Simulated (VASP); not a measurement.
# SnSe (Fm-3m) in VASP: notebook

The runs below take SnSe through single point, relaxation of cell and atoms, with PBE, PBE+D4, RPBE+D3(BJ).

All numbers are computed with VASP 6.6.1; they aren't measurements. Logs are shortened: lines on timing, memory, paths and dates and some standing lists are left out, and cuts for length are marked.

## Step 1: The cell of the first run

The structure is cubic, space group Fm-3m (No. 225). Conventional cell: a = 6.020 Å, b = 6.020 Å, c = 6.020 Å, α = 90.00°, β = 90.00°, γ = 90.00°. Sn (site symmetry m-3m) has 6 Se at 3.01 Å within 4.0 Å. Se (site symmetry m-3m) has 6 Sn at 3.01 Å within 4.0 Å.

## Step 2: Single point, PBE

File INCAR:

```
SYSTEM = SnSe
PREC = Accurate ; ENCUT = 520
EDIFF = 1E-6 ; ISMEAR = 0
SIGMA = 0.018000000000000002 ; LREAL = .FALSE.
LASPH = .TRUE. ; NELM = 100
ALGO = Normal ; ISIF = 2
LWAVE = .FALSE. ; LCHARG = .FALSE.
GGA = PE ; NBANDS = 17
```

File KPOINTS:

```
regular mesh
0
G
  8 8 8
  0 0 0
```

File POSCAR:

```
SnSe
1.0
    0.0000000000      3.0100000000      3.0100000000
    3.0100000000      0.0000000000      3.0100000000
    3.0100000000      3.0100000000      0.0000000000
Sn Se
1 1
Direct
    0.0000000000      0.0000000000      0.0000000000
    0.5000000000      0.5000000000      0.5000000000
```

Potentials or basis: VASP PAW PBE potentials, release 64 (Sn_d, Se).

Command:

```
cat potpaw_PBE.64/Sn_d/POTCAR potpaw_PBE.64/Se/POTCAR > POTCAR
mpirun -np 1 vasp_std > vasp.out
```

OUTCAR:

```text
SYSTEM = SnSe
   PREC = Accurate
   ENCUT = 520
   EDIFF = 1E-6
   ISMEAR = 0
   LREAL = .FALSE.
   LASPH = .TRUE.
   NELM = 100
   ISIF = 2
   GGA = PE

 ion  position               nearest neighbor table
   1  0.000  0.000  0.000-   2 3.01   2 3.01   2 3.01   2 3.01   2 3.01   2 3.01
   2  0.500  0.500  0.500-   1 3.01   1 3.01   1 3.01   1 3.01   1 3.01   1 3.01

  LATTYP: Found a face centered cubic cell.
 ALAT       =     6.0200000000

  Lattice vectors:

 A1 = (   0.0000000000,   3.0100000000,   3.0100000000)
 A2 = (   3.0100000000,   0.0000000000,   3.0100000000)
 A3 = (   3.0100000000,   3.0100000000,   0.0000000000)

Analysis of symmetry for initial positions (statically):
=====================================================================
 Subroutine PRICEL returns:
 Original cell was already a primitive cell.

 Routine SETGRP: Setting up the symmetry group for a
 face centered cubic supercell.

 Subroutine GETGRP returns: Found 48 space group operations
[... 9 lines left out ...]

 Routine SETGRP: Setting up the symmetry group for a
 face centered cubic supercell.

 Subroutine GETGRP returns: Found 48 space group operations
[... 11 lines left out ...]
                                     Primitive cell

  volume of cell :      54.5418

  direct lattice vectors                    reciprocal lattice vectors
     0.000000000  3.010000000  3.010000000    -0.166112957  0.166112957  0.166112957
     3.010000000  0.000000000  3.010000000     0.166112957 -0.166112957  0.166112957
     3.010000000  3.010000000  0.000000000     0.166112957  0.166112957 -0.166112957

  length of vectors
     4.256782823  4.256782823  4.256782823     0.287716081  0.287716081  0.287716081

  position of ions in fractional coordinates (direct lattice)
     0.000000000  0.000000000  0.000000000
     0.500000000  0.500000000  0.500000000

  ion indices of the primitive-cell ions
   primitive index   ion index
                 1           1
                 2           2

----------------------------------------------------------------------------------------

 KPOINTS: regular mesh

Automatic generation of k-mesh.
 Grid dimensions read from file:
 generate k-points for:    8    8    8

 Generating k-lattice:

  Cartesian coordinates                     Fractional coordinates (reciprocal lattice)
    -0.020764120  0.020764120  0.020764120     0.125000000  0.000000000  0.000000000
     0.020764120 -0.020764120  0.020764120     0.000000000  0.125000000  0.000000000
     0.020764120  0.020764120 -0.020764120     0.000000000  0.000000000  0.125000000

  Length of vectors
     0.035964510  0.035964510  0.035964510

  Shift w.r.t. Gamma in fractional coordinates (k-lattice)
     0.000000000  0.000000000  0.000000000

 Subroutine IBZKPT returns following result:
 ===========================================

 Found     29 irreducible k-points:

 Following reciprocal coordinates:
            Coordinates               Weight
  0.000000  0.000000  0.000000      1.000000
  0.125000  0.000000  0.000000      8.000000
  0.250000  0.000000  0.000000      8.000000
  0.375000  0.000000  0.000000      8.000000
  0.500000  0.000000  0.000000      4.000000
  0.125000  0.125000  0.000000      6.000000
[... 16 lines left out ...]
  0.500000  0.250000  0.125000     48.000000
 -0.375000  0.250000  0.125000     24.000000
 [... further k-points ...]
   k-points           NKPTS =     29   k-points in BZ     NKDIM =     29   number of bands    NBANDS=     17
   number of dos      NEDOS =    301   number of ions     NIONS =      2
   total plane-waves  NPLWV =  32768
   dimension x,y,z NGX =    32 NGY =   32 NGZ =   32
   dimension x,y,z NGXF=    64 NGYF=   64 NGZF=   64
   ions per type =               1   1
   NGX,Y,Z   is equivalent  to a cutoff of  12.50, 12.50, 12.50 a.u.
   NGXF,Y,Z  is equivalent  to a cutoff of  24.99, 24.99, 24.99 a.u.
 SYSTEM =  SnSe
   PREC   = accura    normal or accurate (medium, high low for compatibility)
   ISTART =      0    job   : 0-new  1-cont  2-samecut
   ICHARG =      2    charge: 1-file 2-atom 10-const
   ISPIN  =      1    spin polarized calculation?
   LNONCOLLINEAR =      F non collinear calculations
   LSORBIT =      F    spin-orbit coupling
   LASPH  =      T    aspherical Exc in radial PAW
   ENCUT  =  520.0 eV  38.22 Ry    6.18 a.u.   7.91  7.91  7.91*2*pi/ulx,y,z
   NELM   =    100;   NELMIN=  2; NELMDL= -5     # of ELM steps
   EDIFF  = 0.1E-05   stopping-criterion for ELM
   LREAL  =      F    real-space projection
   EDIFFG = 0.1E-04   stopping-criterion for IOM
   NSW    =      0    number of steps for IOM
   IBRION =     -1    ionic relax: 0-MD 1-quasi-New 2-CG
   NFREE  =      0    steps in history (QN), initial steepest desc. (CG)
   ISIF   =      2    stress and relaxation
   ISYM   =      2    0-nonsym 1-usesym 2-fastsym
   POTIM  = 0.5000    time-step for ionic-motion
   TEBEG  =    0.0;   TEEND  =   0.0 temperature during run
   PSTRESS=    0.0 pullay stress
   NELECT =      20.0000    total number of electrons
   NUPDOWN=      -1.0000    fix difference up-down
   EMIN   =  10.00;   EMAX   =-10.00  energy-range for DOS
   EFERMI =   0.00;   METHOD = LEGACY
   ISMEAR =     0;   SIGMA  =   0.02  broadening in eV -4-tet -1-fermi 0-gaus
   EFERMI_NEDOS =   21; number of points for ismear=-14 and -15
   IALGO  =     38    algorithm
   IMIX   =      4    mixing-type and parameters
     AMIX     =   0.40;   BMIX     =  1.00
     AMIX_MAG =   1.60;   BMIX_MAG =  1.00
  volume/ion in A,a.u.               =      27.27       184.03
  Fermi-wavevector in a.u.,A,eV,Ry     =   1.171768  2.214321 18.681350  1.373040
  Thomas-Fermi vector in A             =   2.308207
   LORBIT       =      0    0 simple, 1 ext, 2 COOP (PROOUT), +10 PAW based schemes
   GGA     = PE    functional components
   LHFCALC =     F    Hartree Fock is set to
   AEXX    =    0.0000 exact exchange contribution
   IVDW    =     0    specifies the selected vdW correction
   LEPSILON=     F    determine dielectric tensor
   LRPA    =     F    only Hartree local field effects (RPA)
 non-spin polarized calculation
 Gauss-broadening in eV      SIGMA  =   0.02
  energy-cutoff  :      520.00
  volume of cell :       54.54
 maximum number of plane-waves:      1480
   NGX = 15   NGY = 15   NGZ = 15

 number of electron      20.0000005 magnetization

 Free energy of the ion-electron system (eV)
  ---------------------------------------------------
  ext. energy  EPLUGINS =         0.00000000
  ---------------------------------------------------
  free energy    TOTEN  =        -8.21894584 eV

  energy without entropy =       -8.21894584  energy(sigma->0) =       -8.21894584

 E-fermi :   5.7195     XC(G=0):  -9.5996

 val. band max:        5.5840840106   @ k =   0.5000   0.0000   0.0000
 cond. band min:       6.1660539038   @ k =   0.5000   0.0000   0.0000
 fundamental gap:      0.5819698932
 Fermi energy:         5.7194813626

 k-point     1 :       0.0000    0.0000    0.0000
  band No.  band energies     occupation
      1     -16.0186      2.00000
      2     -16.0186      2.00000
      3     -16.0186      2.00000
      4     -16.0164      2.00000
      5     -16.0164      2.00000
      6      -8.2797      2.00000
[... 9 lines left out ...]
     16      11.4535      0.00000
     17      13.7427      0.00000

 k-point     2 :       0.1250    0.0000    0.0000
  band No.  band energies     occupation
      1     -16.0183      2.00000
      2     -16.0183      2.00000
      3     -16.0182      2.00000
      4     -16.0159      2.00000
      5     -16.0159      2.00000
      6      -8.1706      2.00000
[... 9 lines left out ...]
     16      11.8227      0.00000
     17      14.7670      0.00000

 k-point     3 :       0.2500    0.0000    0.0000
  band No.  band energies     occupation
      1     -16.0209      2.00000
      2     -16.0209      2.00000
      3     -16.0173      2.00000
      4     -16.0117      2.00000
      5     -16.0117      2.00000
      6      -7.8769      2.00000
[... 9 lines left out ...]
     16      12.7814      0.00000
     17      16.9212      0.00000

 k-point     4 :       0.3750    0.0000    0.0000
  band No.  band energies     occupation
      1     -16.0236      2.00000
      2     -16.0236      2.00000
      3     -16.0165      2.00000
      4     -16.0072      2.00000
      5     -16.0072      2.00000
      6      -7.5223      2.00000
[... 9 lines left out ...]
     16      14.2552      0.00000
     17      17.0149      0.00000

 k-point     5 :       0.5000    0.0000    0.0000
  band No.  band energies     occupation
      1     -16.0248      2.00000
      2     -16.0248      2.00000
      3     -16.0161      2.00000
      4     -16.0053      2.00000
      5     -16.0053      2.00000
      6      -7.3485      2.00000
[... 9 lines left out ...]
     16      15.7924      0.00000
     17      15.7924      0.00000

 k-point     6 :       0.1250    0.1250    0.0000
  band No.  band energies     occupation
      1     -16.0195      2.00000
      2     -16.0193      2.00000
      3     -16.0161      2.00000
      4     -16.0161      2.00000
      5     -16.0153      2.00000
      6      -8.1342      2.00000
[... 9 lines left out ...]
     16      12.4880      0.00000
     17      13.9440      0.00000
[... 281 lines left out ...]
 k-point    21 :       0.5000    0.5000    0.0000
  band No.  band energies     occupation
      1     -16.0446      2.00000
      2     -16.0251      2.00000
      3     -16.0089      2.00000
      4     -16.0011      2.00000
      5     -16.0011      2.00000
      6      -7.0722      2.00000
[... 9 lines left out ...]
     16      17.2121      0.00000
     17      18.2041      0.00000

 k-point    22 :       0.3750    0.2500    0.1250
  band No.  band energies     occupation
      1     -16.0264      2.00000
      2     -16.0191      2.00000
      3     -16.0172      2.00000
      4     -16.0102      2.00000
      5     -16.0080      2.00000
      6      -7.6432      2.00000
[... 9 lines left out ...]
     16      15.0117      0.00000
     17      15.1746      0.00000

 k-point    23 :       0.5000    0.2500    0.1250
  band No.  band energies     occupation
      1     -16.0289      2.00000
      2     -16.0190      2.00000
      3     -16.0162      2.00000
      4     -16.0084      2.00000
      5     -16.0059      2.00000
      6      -7.3433      2.00000
[... 9 lines left out ...]
     16      15.2730      0.00000
     17      16.6693      0.00000

 k-point    24 :      -0.3750    0.2500    0.1250
  band No.  band energies     occupation
      1     -16.0299      2.00000
      2     -16.0200      2.00000
      3     -16.0134      2.00000
      4     -16.0097      2.00000
      5     -16.0046      2.00000
      6      -7.2023      2.00000
[... 9 lines left out ...]
     16      16.3816      0.00000
     17      16.4645      0.00000

 [... further k-points ...]
[... 5 lines left out ...]
  --------------------------------------------------------------------------------------
  -------------------------------------------------------------------------------------
  Total        0.3089667      0.3089667      0.3089667      0.0000000      0.0000000     -0.0000000
  in kB        9.0759641      9.0759641      9.0759641      0.0000000      0.0000000     -0.0000000
  external PRESSURE =       9.0759641 kB  Pullay stress =       0.0000000 kB

 VOLUME and BASIS-vectors are now :
 -----------------------------------------------------------------------------
  energy-cutoff  :      520.00
  volume of cell :       54.54
      direct lattice vectors                 reciprocal lattice vectors
     0.000000000  3.010000000  3.010000000    -0.166112957  0.166112957  0.166112957
     3.010000000  0.000000000  3.010000000     0.166112957 -0.166112957  0.166112957
     3.010000000  3.010000000  0.000000000     0.166112957  0.166112957 -0.166112957

 POSITION                                       TOTAL-FORCE (eV/Angst)
 -----------------------------------------------------------------------------------
      0.00000      0.00000      0.00000         0.000000      0.000000      0.000000
      3.01000      3.01000      3.01000        -0.000000     -0.000000     -0.000000
 -----------------------------------------------------------------------------------
    total drift:                                0.000000     -0.000000     -0.000000

  FREE ENERGIE OF THE ION-ELECTRON SYSTEM (eV)
  ---------------------------------------------------
  free  energy   TOTEN  =        -8.2189458417 eV

  energy  without entropy=       -8.2189458417  energy(sigma->0) =       -8.21894584
```

Wall time 11 s (1 thread of AMD EPYC 9R45 (Zen 5), shared host); peak memory 0.16 GiB.

What came out:

```
Free energy            : -8.2189 eV
Pressure               : 0.9 GPa
Band gap on the k mesh : 0.58 eV, direct
```

Caveat: spin-orbit coupling is left out, which moves the levels of the heavy elements. A k mesh can miss the band edges.

## Step 3: Single point, PBE

File INCAR:

```
  PREC = Accurate
  ENCUT = 520
  EDIFF = 1E-6
  ISMEAR = 0
  SIGMA = 0.02
  LREAL = False
  LASPH = True
  NELM = 60
  ALGO = Normal
  ISIF = 2
  LWAVE = False
  LCHARG = False
  GGA = PE
  NBANDS = 17
```

File KPOINTS:

```
regular mesh
0
Gamma
  8 8 8
```

POSCAR is that of step 2.

Potentials or basis: VASP PAW PBE potentials, release 64 (Sn_d, Se).

Command:

```
cat potpaw_PBE.64/Sn_d/POTCAR potpaw_PBE.64/Se/POTCAR > POTCAR
mpirun -np 1 vasp_std > vasp.out
```

OUTCAR:

```text
PREC = Accurate
   ENCUT = 520
   EDIFF = 1E-6
   ISMEAR = 0
   LREAL = False
   LASPH = True
   NELM = 60
   ISIF = 2
   GGA = PE

 ion  position               nearest neighbor table
   1  0.000  0.000  0.000-   2 3.01   2 3.01   2 3.01   2 3.01   2 3.01   2 3.01
   2  0.500  0.500  0.500-   1 3.01   1 3.01   1 3.01   1 3.01   1 3.01   1 3.01

  LATTYP: Found a face centered cubic cell.
 ALAT       =     6.0200000000

  Lattice vectors:

 A1 = (   0.0000000000,   3.0100000000,   3.0100000000)
 A2 = (   3.0100000000,   0.0000000000,   3.0100000000)
[... 649 lines left out ...]
      5     -16.0046      2.00000
      6      -7.2023      2.00000
[... 9 lines left out ...]
     16      16.3816      0.00000
     17      16.4645      0.00000

 [... further k-points ...]
[... 5 lines left out ...]
  --------------------------------------------------------------------------------------
  -------------------------------------------------------------------------------------
  Total        0.3089667      0.3089667      0.3089667     -0.0000000      0.0000000     -0.0000000
  in kB        9.0759639      9.0759639      9.0759639     -0.0000000      0.0000000     -0.0000000
  external PRESSURE =       9.0759639 kB  Pullay stress =       0.0000000 kB

 VOLUME and BASIS-vectors are now :
 -----------------------------------------------------------------------------
  energy-cutoff  :      520.00
  volume of cell :       54.54
      direct lattice vectors                 reciprocal lattice vectors
     0.000000000  3.010000000  3.010000000    -0.166112957  0.166112957  0.166112957
     3.010000000  0.000000000  3.010000000     0.166112957 -0.166112957  0.166112957
     3.010000000  3.010000000  0.000000000     0.166112957  0.166112957 -0.166112957

 POSITION                                       TOTAL-FORCE (eV/Angst)
 -----------------------------------------------------------------------------------
      0.00000      0.00000      0.00000        -0.000000     -0.000000     -0.000000
      3.01000      3.01000      3.01000         0.000000      0.000000      0.000000
 -----------------------------------------------------------------------------------
    total drift:                                0.000000     -0.000000     -0.000000

  FREE ENERGIE OF THE ION-ELECTRON SYSTEM (eV)
  ---------------------------------------------------
  free  energy   TOTEN  =        -8.2189458416 eV

  energy  without entropy=       -8.2189458416  energy(sigma->0) =       -8.21894584
```

stdout:

```text
POSCAR found type information on POSCAR SnSe
 POSCAR found :  2 types and       2 ions
 scaLAPACK will be used
 LDA part: xc-table for (Slater+PW92), standard interpolation
 POSCAR, INCAR and KPOINTS ok, starting setup
 FFT: planning ... GRIDC
 FFT: planning ... GRID_SOFT
 FFT: planning ... GRID
 WAVECAR not read
 entering main loop
```

Wall time 12 s (1 thread of AMD EPYC 9R45 (Zen 5), shared host); peak memory 0.16 GiB.

Results:

```yaml
Free_energy: -8.2189 eV
Pressure: 0.9 GPa
Band_gap_on_the_k_mesh: 0.58 eV, direct
```

Caveat: spin-orbit coupling is left out, which moves the levels of the heavy elements. A k mesh can miss the band edges.

(Continued in part 2 of 2.)
